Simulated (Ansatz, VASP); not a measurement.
# Two plane-wave programs on NiO

The input INCAR:

```
PREC = Accurate
ENCUT = 520
EDIFF = 1E-6
ISMEAR = -1
SIGMA = 0.0989
LREAL = F
LASPH = T
NELM = 150
ALGO = Normal
ISIF = 2
LWAVE = F
LCHARG = F
MAGMOM = 0 1.414 1.414 0 0 0
LORBIT = 11
LSORBIT = T
GGA_COMPAT = F
LORBMOM = T
LMAXMIX = 4
LDAU = T
LDAUTYPE = 2
LDAUL = 2 -1
LDAUU = 1.56 0
LDAUJ = 0 0
LDAUPRINT = 1
GGA = PS
NBANDS = 28
```

File KPOINTS:

```
regular mesh
0
Gamma
  9 9 9
```

File POSCAR:

```
NiO
1.0
    0.0000000000      2.0949070000      2.0949070000
    2.0949070000      0.0000000000      2.0949070000
    2.0949070000      2.0949070000      0.0000000000
Ni O
1 1
Direct
    0.0000000000      0.0000000000      0.0000000000
    0.5000000000      0.5000000000      0.5000000000
```

Input for Ansatz:

```yaml
crystal:
  lattice:
    - [0.0, 2.094907, 2.094907]
    - [2.094907, 0.0, 2.094907]
    - [2.094907, 2.094907, 0.0]
  atoms:
    - { symbol: Ni, position: [0.0, 0.0, 0.0], spin: 2, spin_axis: [0.0, 0.70711, 0.70711] }
    - { symbol: O, position: [0.5, 0.5, 0.5] }
kpoints:
  mp_grid: { grid: [9, 9, 9], shift: [0, 0, 0] }
  band_path:
    path:
      - [0.0, 0.0, 0.0]
      - [0.5, 0.0, 0.5]
      - [0.625, 0.25, 0.625]
      - [0.375, 0.375, 0.75]
      - [0.0, 0.0, 0.0]
      - [0.5, 0.5, 0.5]
      - [0.5, 0.25, 0.75]
      - [0.5, 0.0, 0.5]
    npoints: 10
magnetization:
  noncollinear: true
  spin_orbit: true
scf:
  occupations: { method: fermi_dirac, width: 0.0989 }
  lower_state_search: "off"
  max_iter: 200
hamiltonian:
  pseudopotentials: { kind: paw_fr }
  xc: pbesol
  hubbard:
    projectors: all-electron-ortho-atomic
    sites: [{ species: Ni, l: d, u_eff: 1.56 }]
basis:
  ecutwfc: 420
  fft_grid_basis: typed
output:
  forces: true
  stress: true
  eigenvalues: true
  bader: true
  populations: true
  elf: true
  write_potential: true
  volumetric_format: npy
  dos:
    e_range: [-12, 8]
    de: 0.05
    projected: { site_lists: { Ni: [Ni], O: [O] } }
    method: { smearing: { sigma: 0.1, scheme: gaussian } }
checkpoint:
  read: saved_state
```

Alike in both runs: task single point; functional PBEsol; k mesh 9 × 9 × 9; occupations fermi-dirac, width 0.0989 eV; non-collinear spin, spin-orbit coupling; Hubbard terms Ni d U = 1.56 eV.

```csv
,VASP,Ansatz
version,VASP 6.6.1,Ansatz 0.2.0
potentials or method,"VASP PAW PBE potentials, release 64 (Ni, O), cutoff 520 eV",PAW plane waves
valence electrons in the cell,16,24
```

|  | VASP | Ansatz | Ansatz less VASP |
| --- | --- | --- | --- |
| pressure (GPa) | -5.4 | -3.0 | +2.41 |
| net moment per atom (μB) | 0.98 | 0.98 | -0.002 |

VASP's potentials were made for PBE, not for PBEsol. The programs project onto different local orbitals, so the same U acts differently, and such runs can settle in different states. VASP's potentials hold 16 valence electrons a cell and Ansatz's 24, so a difference there can come from the potentials and not from the codes. Ansatz's warnings: filled band counts differ across k points, stress scf threshold loose.
